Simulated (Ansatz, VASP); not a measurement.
One calculation of BaLi2S2, two programs

```
Ba Li S
1.0
     4.30109    0.00000    0.00000
    -2.15055    3.72485    0.00000
     0.00000    0.00000    7.14058
Ba Li S
1 2 2
Direct
  0.00000 0.00000 0.00000
  0.66667 0.33333 0.61243
  0.33333 0.66667 0.38757
  0.66667 0.33333 0.27094
  0.33333 0.66667 0.72906
```

Change from the starting cell: species swapped into the ZrCu2P2 type (P-3m1, No. 164).

Alike in both runs: functional PBE; k mesh 6 × 6 × 4; occupations gaussian, width 0.1 eV; no spin polarisation.

Ansatz relaxed the structure, and its values are those at the end. VASP's run is a single point on that final structure, the one shown.

|  | VASP | Ansatz |
| --- | --- | --- |
| version | VASP 6.6.1 | Ansatz 0.2.0 |
| potentials or method | VASP PAW PBE potentials, release 64 (Ba_sv, Li_sv, S), cutoff 520 eV | scalar-relativistic, plane waves, PAW |
| valence electrons in the cell | 28 | 28 |

|  | VASP | Ansatz | Ansatz less VASP |
| --- | --- | --- | --- |
| gap on the k mesh at the Fermi level (eV) | 2.75 | 2.81 | +0.068 |
| least direct gap on the mesh (eV) | 3.05 | 3.11 | +0.056 |
| rms of the force components (eV/Å) | 0.040 | 0.012 | -0.0276 |

Neither program's run includes spin-orbit coupling. Noted on VASP's run: the cutoff is short for stress, so the pressure is rough.
